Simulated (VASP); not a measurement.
A run of VASP 6.6.1 is set up as follows.

Contents of INCAR:

```
PREC = Accurate ; ENCUT = 520
EDIFF = 1E-7 ; ISMEAR = 0
SIGMA = 0.1 ; LREAL = False
LASPH = True ; NELM = 100
ALGO = Normal ; ISIF = 2
LWAVE = False ; LCHARG = False
GGA = PE ; NBANDS = 18
```

File KPOINTS:

```
regular mesh
0
Gamma
  10 10 10
```

Contents of POSCAR:

```
ScAl3
1.0
    4.1570831727      0.0000000000      0.0000000000
    0.0000000000      4.1570831727      0.0000000000
    0.0000000000      0.0000000000      4.1570831727
Sc Al
1 3
Direct
    0.0000000000      0.0000000000      0.0000000000
    0.5000000000      0.0000000000      0.5000000000
    0.0000000000      0.5000000000      0.5000000000
    0.5000000000      0.5000000000      0.0000000000
```

Potentials or basis: VASP PAW PBE potentials, release 64 (Sc_sv, Al).

Launch:

```sh
$ cat potpaw_PBE.64/Sc_sv/POTCAR potpaw_PBE.64/Al/POTCAR > POTCAR
$ mpirun -np 1 vasp_std > vasp.out
```

(1) What does it give for the pressure?

(2) Predict the band gap on the k mesh.

Answers

(1) -3.0 GPa.

(2) zero (bands 10 and 11 overlap by 3.69 eV).
